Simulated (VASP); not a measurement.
Runs of VASP 6.6.1 on GdO. It takes space group F-43m (No. 216, cubic). Conventional cell: a = 5.400 Å, b = 5.400 Å, c = 5.400 Å, α = 90.00°, β = 90.00°, γ = 90.00°. Within 3.1 Å of Gd (site symmetry -43m) lie 4 O at 2.34 Å. Within 3.1 Å of O (site symmetry -43m) lie 4 Gd at 2.34 Å. 

| level | k mesh | share of exact exchange | screening parameter | gap on the mesh (eV) | pressure (GPa) | moment (μB) |
| --- | --- | --- | --- | --- | --- | --- |
| PBE-based global hybrid with 10 % exact exchange | 5 × 5 × 5 | 0.1 | - | none | -1.3 | (c) |
| PBE-based screened hybrid with 25 % exact exchange | 5 × 5 × 5 | 0.25 | 0.3 1/Å | none | (a) | 7.99 |
| PBE0 | 4 × 4 × 4 | 0.25 | - | none | (b) | 7.97 |
| r2SCAN0 | 5 × 5 × 5 | 0.25 | - | none | -2.8 | 7.98 |

Alike in all rows: task single point; potentials or basis VASP PAW PBE potentials, release 64 (Gd, O); spin collinear, ferromagnetic start; cell as given; cutoff (eV) 520; smearing fermi-dirac 0.05 eV.

Question: Estimate the missing entries.

Answer: (a) -2.1; (b) -2.2; (c) 7.87.

Caveats: all runs use coarse meshes; the PAW data sets were made with another functional, which shifts forces and pressure a little; spin-orbit coupling is left out, which moves the levels of the heavy elements; a cell with one magnetic atom can't hold antiferromagnetic order, which such compounds often take.

A k mesh can miss the band edges, and the runs leave out spin-orbit coupling on Gd.

A gap of «none» marks levels without a gap at the run's occupations.
